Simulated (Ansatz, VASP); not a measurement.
# TiAl3 in VASP and in Ansatz

INCAR

```
  ALGO = Normal
  EDIFF = 1E-6
  ENCUT = 520
  GGA = CA
  ISIF = 2
  ISMEAR = -1
  LASPH = T
  LCHARG = T
  LELF = T
  LREAL = F
  LVHAR = T
  LWAVE = F
  NBANDS = 18
  NELM = 100
  PREC = Accurate
  SIGMA = 0.05
```

File KPOINTS:

```
k-points
0
Gamma
  10 10 10
```

File POSCAR:

```
TiAl3
1.0
   -1.9485889690      1.9485889690      4.3646247916
    1.9485889690     -1.9485889690      4.3646247916
    1.9485889690      1.9485889690     -4.3646247916
Ti Al
1 3
Direct
    0.0000000000      0.0000000000      0.0000000000
    0.2500000000      0.7500000000      0.5000000000
    0.7500000000      0.2500000000      0.5000000000
    0.5000000000      0.5000000000      0.0000000000
```

Contents of input.yaml:

```yaml
crystal:
  lattice:
    - [-1.948588969, 1.948588969, 4.3646247916]
    - [1.948588969, -1.948588969, 4.3646247916]
    - [1.948588969, 1.948588969, -4.3646247916]
  atoms:
    - { symbol: Ti, position: [0.0, 0.0, 0.0] }
    - { symbol: Al, position: [0.25, 0.75, 0.5] }
    - { symbol: Al, position: [0.75, 0.25, 0.5] }
    - { symbol: Al, position: [0.5, 0.5, 0.0] }
kpoints:
  mp_grid: { grid: [10, 10, 10] }
scf:
  occupations: { method: fermi_dirac, width: 0.05 }
hamiltonian:
  xc: lda
  pseudopotentials: { kind: all_electron, lapw: { basis_error: 0.002 } }
output:
  forces: true
  stress: true
  eigenvalues: true
```

Change from the starting cell: volume scaled by 1.06.

Alike in both runs: task single point; functional LDA; k mesh 10 × 10 × 10; occupations fermi-dirac, width 0.05 eV; no spin polarisation.

|  | VASP | Ansatz |
| --- | --- | --- |
| version | VASP 6.6.1 | Ansatz 0.2.0 |
| potentials or method | VASP PAW LDA potentials, release 64 (Ti_sv, Al), cutoff 520 eV | all-electron LAPW, scalar-relativistic |

|  | VASP | Ansatz | Ansatz less VASP |
| --- | --- | --- | --- |
| gap on the k mesh at the Fermi level (eV) | none | none | - |
| pressure (GPa) | -8.7 | -8.8 | -0.06 |
| traceless stress, the component that is largest in VASP (GPa) | 0.44 | 0.46 | +0.021 |

LDA's correlation is that of Perdew and Zunger in VASP and of Perdew and Wang (1992) in Ansatz. A gap of «none» marks a metal or a gap that the smearing closes. Ansatz ran all-electron here, and VASP with PAW potentials.
